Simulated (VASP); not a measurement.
InAs, 2 atoms in the cell. It takes space group F-43m (No. 216, cubic). Conventional cell: a = 5.934 Å, b = 5.934 Å, c = 5.934 Å, α = 90.00°, β = 90.00°, γ = 90.00°. Within 3.4 Å of In (site symmetry -43m) lie 4 As at 2.57 Å. Within 3.4 Å of As (site symmetry -43m) lie 4 In at 2.57 Å. 

| Property | Result |
| --- | --- |
| Program | VASP 6.6.1 |
| Task | single point |
| Functional | PBE |
| Dispersion | D3(BJ) |
| Potentials or basis | VASP PAW PBE potentials, release 64 (In_d, As) |
| Cutoff | 500 eV |
| k mesh | 6 × 6 × 6 |
| Occupations | gaussian, width 0.01 eV |
| Spin | no spin polarisation |
| Dipole correction | no |
| Further INCAR settings | ALGO = Normal; EDIFF = 1e-06; NBANDS = 16 |

Potentials or basis: VASP PAW PBE potentials, release 64 (In_d, As).

Run with:

```bash
$ cat potpaw_PBE.64/In_d/POTCAR potpaw_PBE.64/As/POTCAR > POTCAR
$ mpirun -np 1 vasp_std > vasp.out
```

Hardware: 1 thread of Intel(R) Xeon(R) Platinum 8375C CPU @ 2.90GHz (Ice Lake) (shared host).

**Question.** Estimate the wall time of this run.

**Answer.** Run time: 10 s on 1 thread of Intel(R) Xeon(R) Platinum 8375C CPU @ 2.90GHz (Ice Lake), with other jobs on the host, peak memory 0.19 GiB. Counts: scf iterations 12, k points 16.
